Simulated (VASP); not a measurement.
Set up this calculation in VASP 6.6.1, as the native input.

```yaml
Task: single point
Functional: PBE
Potentials_or_basis: VASP PAW PBE potentials, release 64 (Lu)
Cutoff: 520 eV
k_mesh: 9 × 9 × 5
Occupations: fermi-dirac, width 0.05 eV
Spin: no spin polarisation
Dipole_correction: no
Further_INCAR_settings: ALGO = Normal; EDIFF = 1e-06; NBANDS = 32
```

The structure of Lu lies in POSCAR:

```
Lu
1.0
    3.4557550070      0.0000000000      0.0000000000
   -1.7278775035      2.9927716254      0.0000000000
    0.0000000000      0.0000000000      5.4758786414
Lu
2
Direct
    0.6666666667      0.3333333333      0.7500000000
    0.3333333333      0.6666666667      0.2500000000
```

One way to write it, as run:

INCAR

```
PREC = Accurate
ENCUT = 520
EDIFF = 1E-6
ISMEAR = -1
SIGMA = 0.05
LREAL = F
LASPH = T
NELM = 100
ALGO = Normal
ISIF = 2
LWAVE = F
LCHARG = F
GGA = PE
NBANDS = 32
```

KPOINTS

```
Automatic mesh
0
Gamma
  9 9 5
```

Potentials or basis: VASP PAW PBE potentials, release 64 (Lu).

Command:

```sh
$ cat potpaw_PBE.64/Lu/POTCAR > POTCAR
$ mpirun -np 1 vasp_std > vasp.out
```

It gave:

The pressure is 1.6 GPa and the band gap on the k mesh is zero (bands 25 and 26 overlap by 1.47 eV).

Caveat: spin-orbit coupling is left out, which moves the levels of the heavy elements.

Wall time 55 s on 1 thread of Intel(R) Xeon(R) Platinum 8259CL CPU @ 2.50GHz (Skylake/Cascade Lake), with other jobs on the host, peak memory 0.21 GiB.
